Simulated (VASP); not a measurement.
# Ni (Fm-3m) in VASP: a series of runs

Ni is run at these levels: PBE; tasks: single point.

Program: VASP 6.6.1. These are calculated values, not measurements. Logs are shortened: lines on timing, memory, paths and dates and some standing lists are left out, and cuts for length are marked.

## (1) The cell of the first run

It takes space group Fm-3m (No. 225, cubic). Conventional cell: a = 3.718 Å, b = 3.718 Å, c = 3.718 Å, α = 90.00°, β = 90.00°, γ = 90.00°. Within 3.5 Å of Ni (site symmetry m-3m) lie 12 Ni at 2.63 Å.

## (2) Single point, PBE, collinear spin, ferromagnetic start (12.85 Å³/atom)

File INCAR:

```
  PREC = Accurate
  ENCUT = 520
  EDIFF = 1E-6
  ISMEAR = 0
  SIGMA = 0.15
  LREAL = F
  LASPH = T
  NELM = 150
  ALGO = Normal
  ISIF = 2
  LWAVE = F
  LCHARG = F
  ISPIN = 2
  MAGMOM = 0.875
  LORBIT = 11
  NUPDOWN = 0.875
  LMAXMIX = 4
  GGA = PE
  NBANDS = 15
```

File KPOINTS:

```
regular mesh
0
Gamma
  24 24 24
```

File POSCAR:

```
Ni
1.0
    0.0000000000      1.8589052023      1.8589052023
    1.8589052023      0.0000000000      1.8589052023
    1.8589052023      1.8589052023      0.0000000000
Ni
1
Direct
    0.0000000000      0.0000000000      0.0000000000
```

Potentials or basis: VASP PAW PBE potentials, release 64 (Ni).

Started as:

```console
$ cat potpaw_PBE.64/Ni/POTCAR > POTCAR
$ mpirun -np 1 vasp_std > vasp.out
```

OUTCAR:

```text
PREC = Accurate
   ENCUT = 520
   EDIFF = 1E-6
   ISMEAR = 0
   LREAL = F
   LASPH = T
   NELM = 150
   ISIF = 2
   ISPIN = 2
   LORBIT = 11
   NUPDOWN = 0.875
   GGA = PE

 ion  position               nearest neighbor table
   1  0.000  0.000  0.000-

  LATTYP: Found a face centered cubic cell.
 ALAT       =     3.7178104046

  Lattice vectors:

 A1 = (   0.0000000000,   1.8589052023,   1.8589052023)
 A2 = (   1.8589052023,   0.0000000000,   1.8589052023)
 A3 = (   1.8589052023,   1.8589052023,   0.0000000000)

Analysis of symmetry for initial positions (statically):
=====================================================================
 Subroutine PRICEL returns:
 Original cell was already a primitive cell.

 Routine SETGRP: Setting up the symmetry group for a
 face centered cubic supercell.

 Subroutine GETGRP returns: Found 48 space group operations
 (whereof 48 operations were pure point group operations)
 out of a pool of 48 trial point group operations.

The static configuration has the point symmetry O_h .

Analysis of symmetry for dynamics (positions and initial velocities):
=====================================================================
 Subroutine PRICEL returns:
 Original cell was already a primitive cell.

 Routine SETGRP: Setting up the symmetry group for a
 face centered cubic supercell.

 Subroutine GETGRP returns: Found 48 space group operations
 (whereof 48 operations were pure point group operations)
 out of a pool of 48 trial point group operations.

The dynamic configuration has the point symmetry O_h .

Analysis of structural, dynamic, and magnetic symmetry:
=====================================================================
 Subroutine PRICEL returns:
 Original cell was already a primitive cell.

 Routine SETGRP: Setting up the symmetry group for a
 face centered cubic supercell.

 Subroutine GETGRP returns: Found 48 space group operations
 (whereof 48 operations were pure point group operations)
 out of a pool of 48 trial point group operations.

The overall configuration has the point symmetry O_h .

 Subroutine INISYM returns: Found 48 space group operations
 (whereof 48 operations are pure point group operations),
 and found     1 'primitive' translations

----------------------------------------------------------------------------------------

                                     Primitive cell

  volume of cell :      12.8470

  direct lattice vectors                    reciprocal lattice vectors
     0.000000000  1.858905202  1.858905202    -0.268975524  0.268975524  0.268975524
     1.858905202  0.000000000  1.858905202     0.268975524 -0.268975524  0.268975524
     1.858905202  1.858905202  0.000000000     0.268975524  0.268975524 -0.268975524

  length of vectors
     2.628888948  2.628888948  2.628888948     0.465879273  0.465879273  0.465879273

  position of ions in fractional coordinates (direct lattice)
     0.000000000  0.000000000  0.000000000

  ion indices of the primitive-cell ions
   primitive index   ion index
                 1           1

----------------------------------------------------------------------------------------

 KPOINTS: regular mesh

Automatic generation of k-mesh.
 Grid dimensions read from file:
 generate k-points for:   24   24   24

 Generating k-lattice:

  Cartesian coordinates                     Fractional coordinates (reciprocal lattice)
    -0.011207313  0.011207313  0.011207313     0.041666667  0.000000000  0.000000000
     0.011207313 -0.011207313  0.011207313     0.000000000  0.041666667  0.000000000
     0.011207313  0.011207313 -0.011207313     0.000000000  0.000000000  0.041666667

  Length of vectors
     0.019411636  0.019411636  0.019411636

  Shift w.r.t. Gamma in fractional coordinates (k-lattice)
     0.000000000  0.000000000  0.000000000

 Subroutine IBZKPT returns following result:
 ===========================================

 Found    413 irreducible k-points:

 Following reciprocal coordinates:
            Coordinates               Weight
  0.000000  0.000000  0.000000      1.000000
  0.041667  0.000000  0.000000      8.000000
  0.083333  0.000000  0.000000      8.000000
  0.125000  0.000000  0.000000      8.000000
  0.166667  0.000000  0.000000      8.000000
  0.208333  0.000000  0.000000      8.000000
[... 16 lines left out ...]
  0.416667  0.041667  0.000000     24.000000
  0.458333  0.041667  0.000000     24.000000
 [... further k-points ...]
   k-points           NKPTS =    413   k-points in BZ     NKDIM =    413   number of bands    NBANDS=     15
   number of dos      NEDOS =    301   number of ions     NIONS =      1
   total plane-waves  NPLWV =   8000
   dimension x,y,z NGX =    20 NGY =   20 NGZ =   20
   dimension x,y,z NGXF=    40 NGYF=   40 NGZF=   40
   ions per type =               1
   NGX,Y,Z   is equivalent  to a cutoff of  12.65, 12.65, 12.65 a.u.
   NGXF,Y,Z  is equivalent  to a cutoff of  25.30, 25.30, 25.30 a.u.
 SYSTEM =  unknown system
   PREC   = accura    normal or accurate (medium, high low for compatibility)
   ISTART =      0    job   : 0-new  1-cont  2-samecut
   ICHARG =      2    charge: 1-file 2-atom 10-const
   ISPIN  =      2    spin polarized calculation?
   LNONCOLLINEAR =      F non collinear calculations
   LSORBIT =      F    spin-orbit coupling
   LASPH  =      T    aspherical Exc in radial PAW
   ENCUT  =  520.0 eV  38.22 Ry    6.18 a.u.   4.89  4.89  4.89*2*pi/ulx,y,z
   NELM   =    150;   NELMIN=  2; NELMDL= -5     # of ELM steps
   EDIFF  = 0.1E-05   stopping-criterion for ELM
   LREAL  =      F    real-space projection
   EDIFFG = 0.1E-04   stopping-criterion for IOM
   NSW    =      0    number of steps for IOM
   IBRION =     -1    ionic relax: 0-MD 1-quasi-New 2-CG
   NFREE  =      0    steps in history (QN), initial steepest desc. (CG)
   ISIF   =      2    stress and relaxation
   ISYM   =      2    0-nonsym 1-usesym 2-fastsym
   POTIM  = 0.5000    time-step for ionic-motion
   TEBEG  =    0.0;   TEEND  =   0.0 temperature during run
   PSTRESS=    0.0 pullay stress
   NELECT =      10.0000    total number of electrons
   NUPDOWN=       0.8750    fix difference up-down
   EMIN   =  10.00;   EMAX   =-10.00  energy-range for DOS
   EFERMI =   0.00;   METHOD = LEGACY
   ISMEAR =     0;   SIGMA  =   0.15  broadening in eV -4-tet -1-fermi 0-gaus
   EFERMI_NEDOS =   21; number of points for ismear=-14 and -15
   IALGO  =     38    algorithm
   IMIX   =      4    mixing-type and parameters
     AMIX     =   0.40;   BMIX     =  1.00
     AMIX_MAG =   1.60;   BMIX_MAG =  1.00
  volume/ion in A,a.u.               =      12.85        86.70
  Fermi-wavevector in a.u.,A,eV,Ry     =   1.505940  2.845813 30.856033  2.267854
  Thomas-Fermi vector in A             =   2.616723
   LORBIT       =     11    0 simple, 1 ext, 2 COOP (PROOUT), +10 PAW based schemes
   GGA     = PE    functional components
   LHFCALC =     F    Hartree Fock is set to
   AEXX    =    0.0000 exact exchange contribution
   IVDW    =     0    specifies the selected vdW correction
   LEPSILON=     F    determine dielectric tensor
   LRPA    =     F    only Hartree local field effects (RPA)
 spin polarized calculation
 Gauss-broadening in eV      SIGMA  =   0.15
  energy-cutoff  :      520.00
  volume of cell :       12.85
 maximum number of plane-waves:       360
   NGX =  9   NGY =  9   NGZ =  9

 number of electron      10.0000009 magnetization       0.8750002

 Free energy of the ion-electron system (eV)
  ---------------------------------------------------
  ext. energy  EPLUGINS =         0.00000000
  ---------------------------------------------------
  free energy    TOTEN  =        -5.30163284 eV

  energy without entropy =       -5.28036324  energy(sigma->0) =       -5.29099804

 E-fermi :   7.1881     XC(G=0): -12.3141

 val. band max:        7.6991868973   @ k =  -0.3333   0.1667   0.0000
 cond. band min:       7.1894366874   @ k =  -0.4583   0.3333   0.1667
 fundamental gap:     -0.5097502099
 Fermi energy:         7.7061094900

 spin component 1

 k-point     1 :       0.0000    0.0000    0.0000
  band No.  band energies     occupation
      1      -0.7267      1.00000
      2       4.9628      1.00000
      3       4.9628      1.00000
      4       4.9628      1.00000
      5       5.9075      1.00000
      6       5.9075      1.00000
      7      29.5009      0.00000
      8      32.0744      0.00000
      9      32.0744      0.00000
     10      32.0744      0.00000
     11      34.6220      0.00000
     12      34.6220      0.00000
     13      34.6220      0.00000
     14      37.8774      0.00000
     15      42.5400      0.00000

 k-point     2 :       0.0417    0.0000    0.0000
  band No.  band energies     occupation
      1      -0.6665      1.00000
      2       4.9499      1.00000
      3       4.9747      1.00000
      4       4.9747      1.00000
      5       5.9026      1.00000
      6       5.9026      1.00000
      7      29.2270      0.00000
      8      31.1322      0.00000
      9      31.8788      0.00000
     10      31.8788      0.00000
     11      34.9022      0.00000
     12      34.9022      0.00000
     13      35.4952      0.00000
     14      38.2092      0.00000
     15      41.8400      0.00000
[... 365 lines left out ...]
      3       5.0697      1.00000
      4       5.7253      1.00000
      5       6.3274      1.00000
      6       6.5241      1.00000
      7      13.7348      0.00000
      8      27.9645      0.00000
      9      28.1864      0.00000
     10      29.3009      0.00000
     11      32.7269      0.00000
     12      33.5577      0.00000
     13      37.2072      0.00000
     14      44.8619      0.00000
     15      47.3435      0.00000

 k-point    24 :       0.4583    0.0417    0.0000
  band No.  band energies     occupation
      1       3.0575      1.00000
      2       5.0027      1.00000
      3       5.0441      1.00000
      4       6.0423      1.00000
      5       6.3723      1.00000
      6       7.0019      1.00000
      7      12.4816      0.00000
      8      27.7903      0.00000
      9      28.3177      0.00000
     10      28.8865      0.00000
     11      32.7075      0.00000
     12      33.0434      0.00000
     13      37.3206      0.00000
     14      46.5279      0.00000
     15      48.7297      0.00000

 [... further k-points ...]

 spin component 2

 k-point     1 :       0.0000    0.0000    0.0000
  band No.  band energies     occupation
      1      -0.7086      1.00000
      2       5.9617      1.00000
      3       5.9617      1.00000
      4       5.9617      1.00000
      5       6.7071      1.00000
      6       6.7071      1.00000
      7      29.3516      0.00000
      8      32.1478      0.00000
      9      32.1478      0.00000
     10      32.1478      0.00000
     11      34.7908      0.00000
     12      34.7908      0.00000
     13      34.7908      0.00000
     14      37.8109      0.00000
     15      42.7648      0.00000

 k-point     2 :       0.0417    0.0000    0.0000
  band No.  band energies     occupation
      1      -0.6484      1.00000
      2       5.9464      1.00000
      3       5.9744      1.00000
      4       5.9744      1.00000
      5       6.7018      1.00000
      6       6.7018      1.00000
      7      29.1170      0.00000
      8      31.2045      0.00000
      9      31.9670      0.00000
     10      31.9670      0.00000
     11      35.0536      0.00000
     12      35.0536      0.00000
     13      35.6007      0.00000
     14      38.1770      0.00000
     15      42.0509      0.00000
[... 365 lines left out ...]
      3       5.9247      1.00000
      4       6.2000      1.00000
      5       7.3071      0.13097
      6       7.3597      0.05278
      7      14.1175      0.00000
      8      27.8847      0.00000
      9      28.3459      0.00000
     10      29.4748      0.00000
     11      32.8006      0.00000
     12      33.6609      0.00000
     13      37.3684      0.00000
     14      44.9960      0.00000
     15      47.4615      0.00000

 k-point    24 :       0.4583    0.0417    0.0000
  band No.  band energies     occupation
      1       3.6201      1.00000
      2       5.8334      1.00000
      3       5.8902      1.00000
      4       6.5923      1.00000
      5       7.3633      0.04930
      6       7.5726      0.00014
      7      12.9510      0.00000
      8      27.7099      0.00000
      9      28.4745      0.00000
     10      29.0488      0.00000
     11      32.7880      0.00000
     12      33.1507      0.00000
     13      37.5019      0.00000
     14      46.6574      0.00000
     15      48.8407      0.00000

 [... further k-points ...]

------------------------ aborting loop because EDIFF is reached ----------------------------------------

  FORCE on cell =-STRESS in cart. coord.  units (eV):
  Direction    XX          YY          ZZ          XY          YZ          ZX
  --------------------------------------------------------------------------------------
  -------------------------------------------------------------------------------------
  Total       -1.6328678     -1.6328678     -1.6328678      0.0000000      0.0000000     -0.0000000
  in kB     -203.6384963   -203.6384963   -203.6384963      0.0000000      0.0000000     -0.0000000
  external PRESSURE =    -203.6384963 kB  Pullay stress =       0.0000000 kB

 VOLUME and BASIS-vectors are now :
 -----------------------------------------------------------------------------
  energy-cutoff  :      520.00
  volume of cell :       12.85
      direct lattice vectors                 reciprocal lattice vectors
     0.000000000  1.858905202  1.858905202    -0.268975524  0.268975524  0.268975524
     1.858905202  0.000000000  1.858905202     0.268975524 -0.268975524  0.268975524
     1.858905202  1.858905202  0.000000000     0.268975524  0.268975524 -0.268975524

 POSITION                                       TOTAL-FORCE (eV/Angst)
 -----------------------------------------------------------------------------------
      0.00000      0.00000      0.00000         0.000000      0.000000      0.000000
 -----------------------------------------------------------------------------------
    total drift:                                0.000000      0.000000      0.000000

  FREE ENERGIE OF THE ION-ELECTRON SYSTEM (eV)
  ---------------------------------------------------
  free  energy   TOTEN  =        -5.3016328386 eV

  energy  without entropy=       -5.2803632421  energy(sigma->0) =       -5.29099804

 total charge

# of ion       s       p       d       tot
------------------------------------------
    1        0.442   0.379   8.234   9.054

 magnetization (x)

# of ion       s       p       d       tot
------------------------------------------
    1        0.002  -0.011   0.899   0.890
```

It took 58 s on 1 thread of Intel Xeon 6975P-C (Granite Rapids), shared host; peak memory 0.22 GiB.

What came out:

| Quantity | Value |
| --- | --- |
| Free energy | -5.3016 eV |
| Pressure | -20.4 GPa |
| Net moment | 0.88 μB per cell |
| Site moments | Ni +0.89 μB |
| Valence electrons inside the program's atomic spheres | Ni 9.05 |

Caveat: the cell stands under tension; the total moment is fixed, so each spin has its own Fermi level.

## (3) Single point, PBE, collinear spin, ferromagnetic start (12.85 Å³/atom)

File INCAR:

```
ALGO = Fast ; EDIFF = 1E-7
ENCUT = 520 ; GGA = PE
ISIF = 2 ; ISMEAR = 0
ISPIN = 2 ; LASPH = T
LCHARG = F ; LMAXMIX = 4
LORBIT = 11 ; LREAL = F
LWAVE = F ; MAGMOM = 0.375
NBANDS = 15 ; NELM = 150
NUPDOWN = 0.375 ; PREC = Accurate
SIGMA = 0.15
```

File KPOINTS:

```
k-points
0
Gamma
  24 24 24
```

POSCAR is that of step 2.

Potentials or basis: VASP PAW PBE potentials, release 64 (Ni).

Started as:

```console
$ cat potpaw_PBE.64/Ni/POTCAR > POTCAR
$ mpirun -np 1 vasp_std > vasp.out
```

It took 73 s on 1 thread of Intel Xeon 6975P-C (Granite Rapids), shared host; peak memory 0.22 GiB.

It converged, with:

```
Free energy                                           : -5.2947 eV
Pressure                                              : -22.0 GPa
Net moment                                            : 0.38 μB per cell
Site moments                                          : Ni +0.40 μB
Valence electrons inside the program's atomic spheres : Ni 9.07
```

Caveat: the cell stands under tension; the total moment is fixed, so each spin has its own Fermi level.
